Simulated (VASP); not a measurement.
# Rb2Ag2Te4Pb (P1) in VASP: single point with PBEsol

Aim: the single point of Rb2Ag2Te4Pb with PBEsol.

Everything below comes from runs of VASP 6.6.1. Logs are shortened: lines on timing, memory, paths and dates and some standing lists are left out, and cuts for length are marked.

### Step 1. The cell of the first run

The typed cell holds 9 atoms: a = 6.292 Å, b = 8.512 Å, c = 6.477 Å, α = 89.99°, β = 90.34°, γ = 69.90°.

### Step 2. Single point, PBEsol

The input, POSCAR:

```
Rb2Ag2Te4Pb
1.0
    6.2909895000      0.0905107600      0.0189792500
    3.0400474100     -7.9507734100     -0.0004284200
   -0.0190086300     -0.0085269400     -6.4770366400
Pb Te Ag Rb
1 4 2 2
Direct
    0.9959150000      0.9962730000      0.9914370000
    0.1410800000      0.2157060000      0.2429960000
    0.8619290000      0.7796300000      0.2427410000
    0.3457700000      0.7828050000      0.7566230000
    0.6498370000      0.2203170000      0.7586270000
    0.0014170000      0.0027440000      0.4988260000
    0.4861200000      0.0063560000      0.0077120000
    0.4994190000      0.5026200000      0.2623440000
    0.9891600000      0.4993070000      0.7541480000
```

The input, INCAR.step1:

```
  PREC = Accurate
  ENCUT = 520
  EDIFF = 1E-6
  ISMEAR = 0
  SIGMA = 0.043
  LREAL = False
  LASPH = True
  NELM = 100
  ALGO = Normal
  ISIF = 2
  LWAVE = False
  LCHARG = True
  LMAXMIX = 4
  GGA = PS
  NBANDS = 49
```

The input, KPOINTS.step1:

```
Automatic mesh
0
Gamma
  3 3 3
  0.5 0.5 0
```

The input, INCAR.step2:

```
  PREC = Accurate
  ENCUT = 520
  EDIFF = 1E-6
  ISMEAR = -5
  SIGMA = 0.043
  LREAL = False
  LASPH = True
  NELM = 100
  ALGO = Normal
  ISIF = 2
  LWAVE = False
  LCHARG = False
  LMAXMIX = 4
  GGA = PS
  LORBIT = 11
  NBANDS = 49
  NEDOS = 2001
  ICHARG = 11
```

The input, KPOINTS.step2:

```
regular mesh
0
Gamma
  5 5 5
```

Potentials or basis: VASP PAW PBE potentials, release 64 (Pb_d, Te, Ag, Rb_sv).

On the command line:

```
> cat potpaw_PBE.64/Pb_d/POTCAR potpaw_PBE.64/Te/POTCAR potpaw_PBE.64/Ag/POTCAR potpaw_PBE.64/Rb_sv/POTCAR > POTCAR
> cp INCAR.step1 INCAR
> cp KPOINTS.step1 KPOINTS
> mpirun -np 1 vasp_std > vasp.out
> cp INCAR.step2 INCAR
> cp KPOINTS.step2 KPOINTS
> mpirun -np 1 vasp_std > vasp.out
```

OUTCAR:

```text
PREC = Accurate
   ENCUT = 520
   EDIFF = 1E-6
   ISMEAR = -5
   LREAL = False
   LASPH = True
   NELM = 100
   ISIF = 2
   GGA = PS
   LORBIT = 11
   ICHARG = 11

 ion  position               nearest neighbor table
   1  0.996  0.996  0.991-   4 2.78   5 2.79   3 2.80   2 2.85   7 3.12   7 3.18   6 3.19   6 3.29
                             9 4.51   9 4.54   8 4.64   8 4.71
   2  0.141  0.216  0.243-   7 2.76   6 2.81   1 2.85   8 3.85   9 3.89   8 3.94   9 4.02
   3  0.862  0.780  0.243-   1 2.80   6 2.87   7 2.91   8 3.80   9 3.88   8 3.89   9 3.99
   4  0.346  0.783  0.757-   1 2.78   6 2.86   7 2.86   9 3.82   8 3.92   9 3.94   8 3.97
   5  0.650  0.220  0.759-   1 2.79   7 2.88   6 2.90   9 3.70   8 3.92   8 3.97   9 4.02
   6  0.001  0.003  0.499-   2 2.81   4 2.86   3 2.87   5 2.90   1 3.19   1 3.29   9 4.52   8 4.60
                             8 4.60   9 4.62
   7  0.486  0.006  0.008-   2 2.76   4 2.86   5 2.88   3 2.91   1 3.12   1 3.18   8 4.56   8 4.57
                             9 4.58   9 4.69
   8  0.499  0.503  0.262-   3 3.80   2 3.85   3 3.89   4 3.92   5 3.92   2 3.94   4 3.97   5 3.97
                             9 4.41   9 4.52   9 4.54   7 4.56   7 4.57   9 4.59   6 4.60   6 4.60
   9  0.989  0.499  0.754-   5 3.70   4 3.82   3 3.88   2 3.89   4 3.94   3 3.99   5 4.02   2 4.02
                             8 4.41   1 4.51   6 4.52   8 4.52   1 4.54   8 4.54   7 4.58   8 4.59

  LATTYP: Found a triclinic cell.
 ALAT       =     8.6735951158
 B/A-ratio  =     0.9813865207
 C/A-ratio  =     0.7467572626
 COS(alpha) =     0.0002318637
 COS(beta)  =     0.0045580286
 COS(gamma) =     0.7320971517

  Lattice vectors:

 A1 = (   3.2509420900,   8.0412841700,   0.0194076700)
 A2 = (  -3.0400474100,   7.9507734100,   0.0004284200)
 A3 = (   0.0190086300,   0.0085269400,   6.4770366400)

Analysis of symmetry for initial positions (statically):
=====================================================================
 Subroutine PRICEL returns:
 Original cell was already a primitive cell.

 Routine SETGRP: Setting up the symmetry group for a
 triclinic supercell.

 Subroutine GETGRP returns: Found  1 space group operations
 (whereof  1 operations were pure point group operations)
 out of a pool of  2 trial point group operations.

The static configuration has the point symmetry C_1 .

Analysis of symmetry for dynamics (positions and initial velocities):
=====================================================================
 Subroutine PRICEL returns:
 Original cell was already a primitive cell.

 Routine SETGRP: Setting up the symmetry group for a
 triclinic supercell.

 Subroutine GETGRP returns: Found  1 space group operations
 (whereof  1 operations were pure point group operations)
 out of a pool of  2 trial point group operations.

The dynamic configuration has the point symmetry C_1 .

 Subroutine INISYM returns: Found  1 space group operations
 (whereof  1 operations are pure point group operations),
 and found     1 'primitive' translations

----------------------------------------------------------------------------------------

                                     Primitive cell

  volume of cell :     325.7487

  direct lattice vectors                    reciprocal lattice vectors
     6.290989500  0.090510760  0.018979250     0.158089474  0.060446915 -0.000543534
     3.040047410 -7.950773410 -0.000428420     0.001799177 -0.125086005  0.000159394
    -0.019008630 -0.008526940 -6.477036640     0.000463121  0.000185398 -0.154393195

  length of vectors
     6.291669198  8.512149332  6.477070146     0.169252494  0.125099045  0.154394001

  position of ions in fractional coordinates (direct lattice)
     0.995915000  0.996273000  0.991437000
     0.141080000  0.215706000  0.242996000
     0.861929000  0.779630000  0.242741000
     0.345770000  0.782805000  0.756623000
     0.649837000  0.220317000  0.758627000
     0.001417000  0.002744000  0.498826000
     0.486120000  0.006356000  0.007712000
     0.499419000  0.502620000  0.262344000
     0.989160000  0.499307000  0.754148000

  ion indices of the primitive-cell ions
   primitive index   ion index
                 1           1
                 2           2
                 3           3
[... 25 lines left out ...]
  Shift w.r.t. Gamma in fractional coordinates (k-lattice)
     0.000000000  0.000000000  0.000000000

 TETIRR: Found    372 inequivalent tetrahedra from      750

 Subroutine IBZKPT returns following result:
 ===========================================

 Found     63 irreducible k-points:

 Following reciprocal coordinates:
            Coordinates               Weight
  0.000000  0.000000  0.000000      1.000000
  0.200000  0.000000  0.000000      2.000000
  0.400000 -0.000000  0.000000      2.000000
  0.000000  0.200000  0.000000      2.000000
  0.200000  0.200000  0.000000      2.000000
  0.400000  0.200000  0.000000      2.000000
[... 16 lines left out ...]
 -0.200000  0.200000  0.200000      2.000000
 -0.000000  0.400000  0.200000      2.000000
 [... further k-points ...]
   k-points           NKPTS =     63   k-points in BZ     NKDIM =     63   number of bands    NBANDS=     49
   number of dos      NEDOS =   2001   number of ions     NIONS =      9
   total plane-waves  NPLWV = 147456
   dimension x,y,z NGX =    48 NGY =   64 NGZ =   48
   dimension x,y,z NGXF=    96 NGYF=  128 NGZF=   96
   ions per type =               1   4   2   2
   NGX,Y,Z   is equivalent  to a cutoff of  12.68, 12.50, 12.32 a.u.
   NGXF,Y,Z  is equivalent  to a cutoff of  25.37, 25.00, 24.64 a.u.
 SYSTEM =  unknown system
   PREC   = accura    normal or accurate (medium, high low for compatibility)
   ISTART =      0    job   : 0-new  1-cont  2-samecut
   ICHARG =     11    charge: 1-file 2-atom 10-const
   ISPIN  =      1    spin polarized calculation?
   LNONCOLLINEAR =      F non collinear calculations
   LSORBIT =      F    spin-orbit coupling
   LASPH  =      T    aspherical Exc in radial PAW
   ENCUT  =  520.0 eV  38.22 Ry    6.18 a.u.  11.70 15.83 12.04*2*pi/ulx,y,z
   NELM   =    100;   NELMIN=  2; NELMDL=  0     # of ELM steps
   EDIFF  = 0.1E-05   stopping-criterion for ELM
   LREAL  =      F    real-space projection
   EDIFFG = 0.1E-04   stopping-criterion for IOM
   NSW    =      0    number of steps for IOM
   IBRION =     -1    ionic relax: 0-MD 1-quasi-New 2-CG
   NFREE  =      0    steps in history (QN), initial steepest desc. (CG)
   ISIF   =      2    stress and relaxation
   ISYM   =      2    0-nonsym 1-usesym 2-fastsym
   POTIM  = 0.5000    time-step for ionic-motion
   TEBEG  =    0.0;   TEEND  =   0.0 temperature during run
   PSTRESS=    0.0 pullay stress
   NELECT =      78.0000    total number of electrons
   NUPDOWN=      -1.0000    fix difference up-down
   EMIN   =  10.00;   EMAX   =-10.00  energy-range for DOS
   EFERMI =   0.00;   METHOD = LEGACY
   ISMEAR =    -5;   SIGMA  =   0.04  broadening in eV -4-tet -1-fermi 0-gaus
   EFERMI_NEDOS =   21; number of points for ismear=-14 and -15
   IALGO  =     38    algorithm
   IMIX   =      4    mixing-type and parameters
     AMIX     =   0.40;   BMIX     =  1.00
     AMIX_MAG =   1.60;   BMIX_MAG =  1.00
  volume/ion in A,a.u.               =      36.19       244.25
  Fermi-wavevector in a.u.,A,eV,Ry     =   1.016589  1.921075 14.060987  1.033453
  Thomas-Fermi vector in A             =   2.149941
   LORBIT       =     11    0 simple, 1 ext, 2 COOP (PROOUT), +10 PAW based schemes
   GGA     = PS    functional components
   LHFCALC =     F    Hartree Fock is set to
   AEXX    =    0.0000 exact exchange contribution
   IVDW    =     0    specifies the selected vdW correction
   LEPSILON=     F    determine dielectric tensor
   LRPA    =     F    only Hartree local field effects (RPA)
 non-spin polarized calculation
 Fermi weights with tetrahedron method with Bloechl corrections
  energy-cutoff  :      520.00
  volume of cell :      325.75
 maximum number of plane-waves:      8792

 number of electron      78.0000003 magnetization

 Free energy of the ion-electron system (eV)
  ---------------------------------------------------
  ext. energy  EPLUGINS =         0.00000000
  ---------------------------------------------------
  free energy    TOTEN  =       -29.45840412 eV

  energy without entropy =      -29.45840412  energy(sigma->0) =      -29.45840412

 E-fermi :   3.2026     XC(G=0):  -8.5247

 val. band max:        3.2038711736   @ k =  -0.2000   0.4000   0.2000
 cond. band min:       3.1972846624   @ k =   0.0000   0.0000   0.0000
 fundamental gap:     -0.0065865112
 Fermi energy:         3.2026041921

 k-point     1 :       0.0000    0.0000    0.0000
  band No.  band energies     occupation
      1     -23.8866      2.00000
      2     -23.8576      2.00000
      3     -14.0424      2.00000
      4     -14.0397      2.00000
      5     -14.0268      2.00000
      6     -13.9750      2.00000
[... 1237 lines left out ...]
     48       7.5320      0.00000
     49       8.0910      0.00000

 [... further k-points ...]

------------------------ aborting loop because EDIFF is reached ----------------------------------------

  FORCE on cell =-STRESS in cart. coord.  units (eV):
  Direction    XX          YY          ZZ          XY          YZ          ZX
  --------------------------------------------------------------------------------------
  -------------------------------------------------------------------------------------
  Total        2.6285916     -1.2510374      2.0573141      0.3891163     -0.0871658      0.3415646
  in kB       12.9285837     -6.1531588     10.1187866      1.9138471     -0.4287201      1.6799669
  external PRESSURE =       5.6314038 kB  Pullay stress =       0.0000000 kB

 VOLUME and BASIS-vectors are now :
 -----------------------------------------------------------------------------
  energy-cutoff  :      520.00
  volume of cell :      325.75
      direct lattice vectors                 reciprocal lattice vectors
     6.290989500  0.090510760  0.018979250     0.158089474  0.060446915 -0.000543534
     3.040047410 -7.950773410 -0.000428420     0.001799177 -0.125086005  0.000159394
    -0.019008630 -0.008526940 -6.477036640     0.000463121  0.000185398 -0.154393195

 POSITION                                       TOTAL-FORCE (eV/Angst)
 -----------------------------------------------------------------------------------
      9.27516     -7.83945     -6.40310         0.052211     -0.141069     -0.258025
      1.53867     -1.70433     -1.57131         0.129958     -0.319132     -0.398721
      7.78788     -6.12272     -1.55622        -0.352244      0.199309     -0.400075
      4.54062     -6.19906     -4.89445         0.475123      0.433461      0.469089
      4.74347     -1.69934     -4.90142        -0.476571     -0.333575      0.483197
      0.00777     -0.02594     -3.23089        -0.058991      0.015389     -0.007907
      3.07735     -0.00660     -0.04073         0.184590      0.140167      0.063346
      4.66484     -3.95325     -1.68995        -0.024273      0.014917      0.151895
      7.72638     -3.88678     -4.86608         0.070197     -0.009466     -0.102800
 -----------------------------------------------------------------------------------
    total drift:                               -0.000445     -0.000558      0.001472

  FREE ENERGIE OF THE ION-ELECTRON SYSTEM (eV)
  ---------------------------------------------------
  free  energy   TOTEN  =       -29.4584041227 eV

  energy  without entropy=      -29.4584041227  energy(sigma->0) =      -29.45840412

 total charge

# of ion       s       p       d       tot
------------------------------------------
    1        1.250   0.904   9.875  12.029
    2        1.368   2.001   0.025   3.394
    3        1.370   1.998   0.022   3.390
    4        1.370   2.003   0.023   3.397
    5        1.371   2.002   0.023   3.395
    6        0.348   0.261   9.230   9.839
    7        0.356   0.271   9.226   9.852
    8        1.938   5.343   0.021   7.302
    9        1.939   5.343   0.022   7.303
--------------------------------------------------
tot         11.310  20.126  28.465  59.901
```

It took 13 min on 1 thread of Intel Xeon Platinum 8488C (Sapphire Rapids), shared host; peak memory 1 GiB.

What came out:

| Property | Result |
| --- | --- |
| Valence electrons inside the program's atomic spheres | Pb 12.03; Te 3.39, 3.40 (each value once); Ag 9.84, 9.85; Rb 7.30 |

Levels at points of the mesh, in eV from the Fermi level:
```tsv
k point	band 37	band 38	band 39	band 40	band 41	band 42
(0.00, 0.00, 0.00)	-0.21	-0.18	-0.04	-0.01	1.66	2.32
```

Caveat: the PAW data sets were made with another functional, which shifts forces and pressure a little; spin-orbit coupling is left out, which moves the levels of the heavy elements; tetrahedron occupations give inexact forces and stress in metals.
